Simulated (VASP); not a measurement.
# Lu (P6_3/mmc) in VASP: a series of runs, part 2 of 2

VASP 6.6.1. The steps go on from the part before.

## (4) Relaxation of cell and atoms, r2SCAN, target pressure 20 GPa, at which the enthalpy is minimised

The input, POSCAR:

```
Lu
1.0
    3.4700000000      0.0000000000      0.0000000000
   -1.7350000000      3.0051081511      0.0000000000
    0.0000000000      0.0000000000      5.6665100000
Lu
2
Direct
    0.3333333333      0.6666666667      0.2500000000
    0.6666666667      0.3333333333      0.7500000000
```

The input, INCAR.step1:

```
SYSTEM = Lu
PREC = Accurate
ENCUT = 600
ISMEAR = 0
SIGMA = 0.05
LREAL = .False.
LASPH = .True.
NELM = 100
GGA = PE
ALGO = Normal
EDIFF = 1E-4
LWAVE = .True.
LCHARG = .False.
```

The input, INCAR.step2:

```
SYSTEM = Lu
PREC = Accurate
ENCUT = 600
EDIFF = 1E-7
ISMEAR = 0
SIGMA = 0.05
LREAL = .False.
LASPH = .True.
NELM = 100
ALGO = Normal
ISIF = 3
LWAVE = .False.
LCHARG = .False.
METAGGA = R2SCAN
LMIXTAU = .True.
IBRION = 2
NSW = 80
EDIFFG = -0.03
PSTRESS = 200.0
ISTART = 1
```

The input, KPOINTS:

```
regular mesh
0
Gamma
  6 6 3
  0 0 0
```

Potentials or basis: VASP PAW PBE potentials, release 64 (Lu).

Run with:

```
cat potpaw_PBE.64/Lu/POTCAR > POTCAR
cp INCAR.step1 INCAR
mpirun -np 1 vasp_std > vasp.out
cp INCAR.step2 INCAR
mpirun -np 1 vasp_std > vasp.out
```

OUTCAR:

```text
SYSTEM = Lu
   PREC = Accurate
   ENCUT = 600
   EDIFF = 1E-7
   ISMEAR = 0
   LREAL = .False.
   LASPH = .True.
   NELM = 100
   ISIF = 3
   METAGGA = R2SCAN
   IBRION = 2
   NSW = 80
   EDIFFG = -0.03
   PSTRESS = 200.0
   ISTART = 1

 ion  position               nearest neighbor table
   1  0.333  0.667  0.250-   2 3.47   2 3.47   2 3.47   2 3.47   2 3.47   2 3.47
   2  0.667  0.333  0.750-   1 3.47   1 3.47   1 3.47   1 3.47   1 3.47   1 3.47

  LATTYP: Found a hexagonal cell.
 ALAT       =     3.4700000000
 C/A-ratio  =     1.6330000000

  Lattice vectors:

 A1 = (   3.4700000000,   0.0000000000,   0.0000000000)
 A2 = (  -1.7350000000,   3.0051081511,   0.0000000000)
 A3 = (   0.0000000000,   0.0000000000,   5.6665100000)

Analysis of symmetry for initial positions (statically):
[... 178 lines left out ...]
      2     -55.7792      2.00000
      3     -26.0582      2.00000
      4     -25.6403      2.00000
      5     -25.6403      2.00000
      6     -25.5762      2.00000
[... 560 lines left out ...]
  energy  without entropy=      -75.4357799847  energy(sigma->0) =      -75.43707734

  enthalpy is  TOTEN    =       -69.8677433275 eV   P V=        5.5706313738

[... ionic steps 4 to 11 ...]

--------------------------------------- Ionic step       12  -------------------------------------------

 number of electron      50.0000001 magnetization

------------------------ aborting loop because EDIFF is reached ----------------------------------------
[... 71 lines left out ...]
--------------------------------------- Ionic step       14  -------------------------------------------

 number of electron      50.0000001 magnetization

 Free energy of the ion-electron system (eV)
  ---------------------------------------------------
  ext. energy  EPLUGINS =         0.00000000
  ---------------------------------------------------
  free energy    TOTEN  =       -75.37390489 eV

  energy without entropy =      -75.37233038  energy(sigma->0) =      -75.37311764

 E-fermi :   3.2887     XC(G=0): -13.2093

 val. band max:        3.1238428732   @ k =   0.3333   0.1667   0.0000
 cond. band min:       3.2887131372   @ k =   0.1667   0.1667   0.0000
 fundamental gap:      0.1648702639
 Fermi energy:         3.2886672535

 k-point     1 :       0.0000    0.0000    0.0000
  band No.  band energies     occupation
      1     -54.0132      2.00000
      2     -53.8759      2.00000
      3     -24.8232      2.00000
      4     -23.7101      2.00000
      5     -23.7100      2.00000
      6     -23.5074      2.00000
[... 484 lines left out ...]
  energy  without entropy=      -75.3723303842  energy(sigma->0) =      -75.37311764

  enthalpy is  TOTEN    =       -69.8896458117 eV   P V=        5.4842590753

 reached required accuracy - stopping structural energy minimisation
```

It took 19 min on 1 thread of Intel Xeon 6975P-C (Granite Rapids), shared host; peak memory 0.23 GiB.

What came out:

```yaml
Free_energy: -75.3739 eV
Relaxed_volume: 21.97 Å³/atom
Relaxed_cell: a = 3.199 Å, b = 3.199 Å, c = 4.958 Å, α = 90.00°, β = 90.00°, γ = 120.00°
Space_group_after_relaxing_to_0.1_Å: P6_3/mmc (No. 194)
Energy_change_on_relaxing_the_run_minimises_the_enthalpy: +363.0 meV/atom
Ionic_steps: 14
Pressure_after_relaxing: 19.9 GPa
Band_gap_on_the_k_mesh: zero (bands 25 and 26 overlap by 2.58 eV)
```

Step by step:
```csv
step,energy change (eV),largest force (eV/Å),pressure (GPa),volume (Å³)
1,0.0000,0.0000,-0.50,59.09
2,3.6391,0.0000,70.05,32.30
3,0.6615,0.0000,18.44,44.63
4,0.7318,0.0000,19.84,44.04
5,0.7662,0.0000,20.50,43.77
6,0.7615,0.0000,20.76,43.70
7,0.7882,0.0000,20.75,43.53
8,0.7634,0.0000,20.67,43.64
9,0.7652,0.0000,20.64,43.63
10,0.7648,0.0000,20.67,43.63
11,0.6887,0.0000,19.07,44.24
12,0.7195,0.0000,19.71,43.99
13,0.7333,0.0000,20.32,43.88
14,0.7260,0.0000,19.88,43.93
```

Final structure:
```cif
data_structure
_symmetry_space_group_name_H-M 'P 1'
_symmetry_Int_Tables_number 1
_cell_length_a 3.1989
_cell_length_b 3.1989
_cell_length_c 4.9577
_cell_angle_alpha 90.000
_cell_angle_beta 90.000
_cell_angle_gamma 120.000
_cell_volume 43.93
loop_
_atom_site_label
_atom_site_type_symbol
_atom_site_fract_x
_atom_site_fract_y
_atom_site_fract_z
_atom_site_occupancy
Lu1 Lu 0.33333 0.66667 0.25000 1
Lu2 Lu 0.66667 0.33333 0.75000 1
```

Caveat: the k points lie up to 0.42 Å⁻¹ apart in the final cell, too coarse for converged energies and pressures of a metal; the cell is relaxed towards a set pressure, so the run minimises the enthalpy, not the energy; the volume moved by over 15 % at a fixed basis, so the end points are rough; the PAW data sets were made with another functional, which shifts forces and pressure a little; spin-orbit coupling is left out, which moves the levels of the heavy elements.

## (5) Relaxation of cell and atoms, r2SCAN, target pressure 30 GPa, at which the enthalpy is minimised

POSCAR is that of step 4.

The input, INCAR.step1:

```
PREC = Accurate
ENCUT = 600
ISMEAR = 0
SIGMA = 0.05
LREAL = F
LASPH = T
NELM = 60
GGA = PE
ALGO = Normal
EDIFF = 1E-4
LWAVE = T
LCHARG = F
```

The input, INCAR.step2:

```
PREC = Accurate
ENCUT = 600
EDIFF = 1E-7
ISMEAR = 0
SIGMA = 0.05
LREAL = F
LASPH = T
NELM = 60
ALGO = Normal
ISIF = 3
LWAVE = F
LCHARG = F
METAGGA = R2SCAN
LMIXTAU = T
IBRION = 2
NSW = 80
EDIFFG = -0.03
PSTRESS = 300.0
ISTART = 1
```

The input, KPOINTS:

```
regular mesh
0
Gamma
  6 6 3
```

Run with:

```
cat potpaw_PBE.64/Lu/POTCAR > POTCAR
cp INCAR.step1 INCAR
mpirun -np 1 vasp_std > vasp.out
cp INCAR.step2 INCAR
mpirun -np 1 vasp_std > vasp.out
```

It took 16 min on 1 thread of Intel Xeon 6975P-C (Granite Rapids), shared host; peak memory 0.24 GiB.

It converged, with:

* Free energy: -74.8079 eV
* Relaxed volume: 20.15 Å³/atom
* Relaxed cell: a = 3.111 Å, b = 3.111 Å, c = 4.807 Å, α = 90.00°, β = 90.00°, γ = 120.00°
* Space group after relaxing (to 0.1 Å): P6_3/mmc (No. 194)
* Energy change on relaxing (the run minimises the enthalpy): +646.0 meV/atom
* Ionic steps: 15
* Pressure after relaxing: 30.0 GPa
* Band gap on the k mesh: zero (bands 25 and 26 overlap by 3.14 eV)

Stress tensor (GPa, compression positive):
```
29.96  0.00  0.00
 0.00 29.96  0.00
 0.00  0.00 30.21
```

The path:
```
step  energy change (eV)  largest force (eV/Å)  pressure (GPa)  volume (Å³)
   1              0.0000                0.0000           -0.50        59.09
   2             11.0088                0.0000          210.56        22.86
   3              0.9441                0.0000           23.37        42.49
   4              1.1826                0.0000           27.23        40.98
   5              1.3605                0.0000           30.45        40.00
   6              1.2979                0.0000           29.35        40.33
   7              1.2981                0.0000           29.54        40.30
   8              1.2989                0.0000           29.69        40.29
   9              1.2998                0.0000           30.01        40.28
  10              1.3006                0.0000           30.24        40.25
  11              1.3156                0.0000           30.37        40.19
  12              1.3032                0.0000           30.36        40.24
  13              1.3037                0.0000           30.24        40.23
  14              1.2677                0.0000           29.64        40.43
  15              1.2920                0.0000           30.05        40.30
```

Final structure:
```yaml
crystal:
  lattice:
    - [3.11133, 0.00000, 0.00000]
    - [-1.55567, 2.69449, 0.00000]
    - [0.00000, 0.00000, 4.80654]
  atoms:
    - { symbol: Lu, position: [0.33333, 0.66667, 0.25000] }
    - { symbol: Lu, position: [0.66667, 0.33333, 0.75000] }
```

Levels at points of the mesh, in eV from the Fermi level:
| k point | band 21 | band 22 | band 23 | band 24 | band 25 | band 26 | band 27 | band 28 | band 29 | band 30 |
| --- | --- | --- | --- | --- | --- | --- | --- | --- | --- | --- |
| (0.00, 0.00, 0.00) | -4.50 | -4.44 | -4.43 | -3.13 | 2.59 | 2.68 | 2.68 | 3.52 | 3.94 | 3.94 |
| (0.50, 0.00, 0.00) | -4.49 | -4.45 | -2.46 | -2.36 | -1.58 | 0.54 | 2.16 | 2.79 | 3.72 | 8.86 |

Caveat: the k points lie up to 0.44 Å⁻¹ apart in the final cell, too coarse for converged energies and pressures of a metal; the cell is relaxed towards a set pressure, so the run minimises the enthalpy, not the energy; the volume moved by over 15 % at a fixed basis, so the end points are rough; the PAW data sets were made with another functional, which shifts forces and pressure a little; spin-orbit coupling is left out, which moves the levels of the heavy elements.

## (6) Overview

```csv
cell,gap on the mesh (eV),pressure (GPa)
relaxed,none,0.1
relaxed to 10 GPa,none,10.0
relaxed to 20 GPa,none,19.9
relaxed to 30 GPa,none,30.0
```

Alike in all rows: task relaxation of cell and atoms; level r2SCAN; potentials or basis VASP PAW PBE potentials, release 64 (Lu); no spin polarisation; k mesh 6 × 6 × 3; cutoff (eV) 600; smearing gaussian 0.05 eV.

Caveats: all runs use coarse meshes; the PAW data sets were made with another functional, which shifts forces and pressure a little; spin-orbit coupling is left out, which moves the levels of the heavy elements; the cell is relaxed towards a set pressure, so the run minimises the enthalpy, not the energy (at least some runs); the volume moved by over 15 % at a fixed basis, so the end points are rough (at least some runs).

Total energies depend on the potentials used, so only differences within one code and one set of settings carry meaning.

The gap in the log of VASP goes by the Fermi energy; the results here count the filled bands.